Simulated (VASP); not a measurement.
Set up this calculation in VASP 6.6.1, as the native input.

* Task: single point
* Functional: PBE
* Potentials or basis: VASP PAW PBE potentials, release 64 (Mg, O)
* Cutoff: 520 eV
* k mesh: 9 × 9 × 6
* Occupations: gaussian, width 0.05 eV
* Spin: no spin polarisation
* Dipole correction: no
* Further INCAR settings: ALGO = Normal; EDIFF = 1e-06; NBANDS = 16

The structure of MgO lies in POSCAR:

```
MgO
1.0
    3.5213164829      0.0000000000      0.0000000000
   -1.7606582415      3.0495495290      0.0000000000
    0.0000000000      0.0000000000      4.0698000000
Mg O
2 2
Direct
    0.6666666667      0.3333333333      0.7500000000
    0.3333333333      0.6666666667      0.2500000000
    0.6666666667      0.3333333333      0.2500000000
    0.3333333333      0.6666666667      0.7500000000
```

The input as run:

INCAR

```
SYSTEM = MgO
  ALGO = Normal
  EDIFF = 1E-6
  ENCUT = 520
  GGA = PE
  ISIF = 2
  ISMEAR = 0
  LASPH = .True.
  LCHARG = .True.
  LELF = .True.
  LREAL = .False.
  LVHAR = .True.
  LWAVE = .False.
  NBANDS = 16
  NELM = 80
  PREC = Accurate
  SIGMA = 0.05
```

KPOINTS

```
k-points
0
Gamma
  9 9 6
  0 0 0
```

Potentials or basis: VASP PAW PBE potentials, release 64 (Mg, O).

Command:

```console
$ cat potpaw_PBE.64/Mg/POTCAR potpaw_PBE.64/O/POTCAR > POTCAR
$ mpirun -np 1 vasp_std > vasp.out
```

Results of the run:

* Pressure: 5.6 GPa
* Band gap on the k mesh: 3.51 eV

Caveat: the cell stands under pressure.

Run time: 38 s on 1 thread of AMD EPYC 7R13, on a shared host, peak memory 0.15 GiB.
